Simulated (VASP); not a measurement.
A run of VASP 6.6.1:

Contents of INCAR:

```
SYSTEM = AlN
PREC     = Accurate       ! precision mode
ENCUT    = 520            ! plane-wave cutoff, eV
EDIFF    = 1E-6           ! SCF threshold, eV
ISMEAR   = 0              ! smearing method
SIGMA    = 0.05           ! smearing width, eV
LREAL    = .FALSE.        ! projectors in reciprocal space
LASPH    = .TRUE.         ! aspherical terms in the spheres
NELM     = 80             ! most SCF steps
ALGO     = Normal         ! electronic algorithm
ISIF     = 2              ! what is computed and relaxed
LWAVE    = .FALSE.        ! write WAVECAR
LCHARG   = .FALSE.        ! write CHGCAR
GGA      = CA             ! functional
NBANDS   = 16             ! bands
```

File KPOINTS:

```
regular mesh
0
G
  8 8 6
  0 0 0
```

Contents of POSCAR:

```
AlN
1.0
    0.0000000000     -1.9888743075     -1.9888743075
    0.0000000000      1.9888743075     -1.9888743075
    3.9777486148      0.0000000000      0.0000000000
Al N
2 2
Direct
    0.5111691724      0.4888308276      0.0000000000
   -0.0111691724      0.0111691724      0.5000000000
    0.4954255797      0.5045744203      0.5000000000
    0.0045744203      0.9954255797      0.0000000000
```

Potentials or basis: VASP PAW LDA potentials, release 64 (Al, N).

Launch:

```console
$ cat potpaw_LDA.64/Al/POTCAR potpaw_LDA.64/N/POTCAR > POTCAR
$ mpirun -np 1 vasp_std > vasp.out
```

Hardware: 1 thread of Intel(R) Xeon(R) Platinum 8259CL CPU @ 2.50GHz (Skylake/Cascade Lake), with other jobs on the host.

Task: Estimate the wall time of this run.

Result: Run time: 31 s on 1 thread of Intel(R) Xeon(R) Platinum 8259CL CPU @ 2.50GHz (Skylake/Cascade Lake), with other jobs on the host, peak memory 0.15 GiB. Counts: scf iterations 12, k points 84.
